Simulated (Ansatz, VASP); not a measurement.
**One calculation of MnO, two programs**

File INCAR:

```
SYSTEM = MnO
  PREC = Accurate
  ENCUT = 520
  EDIFF = 1E-6
  ISMEAR = 0
  SIGMA = 0.1
  LREAL = .FALSE.
  LASPH = .TRUE.
  NELM = 150
  ALGO = Normal
  ISIF = 2
  LWAVE = .FALSE.
  LCHARG = .FALSE.
  ISPIN = 2
  MAGMOM = 4.22 4.22 0.25 0.25
  LORBIT = 11
  LMAXMIX = 4
  GGA = PE
  NBANDS = 31
```

KPOINTS

```
Automatic mesh
0
G
  6 6 4
  0 0 0
```

File POSCAR:

```
MnO
1.0
    3.3717009293      0.0000000000      0.0000000000
   -1.6858504646      2.9199786587      0.0000000000
    0.0000000000      0.0000000000      5.3855000000
Mn O
2 2
Direct
    0.3333333333      0.6666666667      0.0109600000
    0.6666666667      0.3333333333      0.5109600000
    0.3333333333      0.6666666667      0.3754700000
    0.6666666667      0.3333333333      0.8754700000
```

Input for Ansatz:

```yaml
crystal:
  lattice:
    - [3.3717009293, 0.0, 0.0]
    - [-1.6858504646, 2.9199786587, 0.0]
    - [0.0, 0.0, 5.3855]
  atoms:
    - { symbol: Mn, position: [0.3333333333, 0.6666666667, 0.01096], spin: 4.22 }
    - { symbol: Mn, position: [0.6666666667, 0.3333333333, 0.51096], spin: 4.22 }
    - { symbol: O, position: [0.3333333333, 0.6666666667, 0.37547], spin: 0.25 }
    - { symbol: O, position: [0.6666666667, 0.3333333333, 0.87547], spin: 0.25 }
basis:
  ecutwfc: 420
kpoints:
  mp_grid: { grid: [6, 6, 4] }
hamiltonian:
  xc: pbe
  dispersion: none
scf:
  occupations: { method: gaussian, width: 0.1 }
  lower_state_search: "off"
output:
  forces: true
  stress: true
  eigenvalues: true
  populations: true
magnetization:
  spin_polarized: true
```

Alike in both runs: task single point; functional PBE; k mesh 6 × 6 × 4; occupations gaussian, width 0.1 eV; collinear spin.

|  | VASP | Ansatz |
| --- | --- | --- |
| version | VASP 6.6.1 | Ansatz 0.2.0 |
| potentials or method | VASP PAW PBE potentials, release 64 (Mn_pv, O), cutoff 520 eV | scalar-relativistic, plane waves, PAW |
| valence electrons in the cell | 38 | 42 |

|  | VASP | Ansatz | Ansatz less VASP |
| --- | --- | --- | --- |
| gap on the k mesh at the Fermi level (eV) | none | none | - |
| pressure (GPa) | 6.6 | 6.1 | -0.50 |
| traceless stress, the component that is largest in VASP (GPa) | 5.52 | 5.30 | -0.213 |
| rms of the force components (eV/Å) | 0.377 | 0.359 | -0.0178 |
| net moment per atom (μB) | 2.50 | 2.50 | 0.000 |
| size of the moment on the site where the two differ most (μB) | 4.41 | 3.84 | -0.573 |

Site moments also hang on the region over which each program counts them. Atom by atom the forces differ by 0.018 eV/Å (rms over components). A gap of «none» marks a metal or a gap that the smearing closes. VASP's potentials hold 38 valence electrons a cell and Ansatz's 42, so a difference there can come from the potentials and not from the codes.
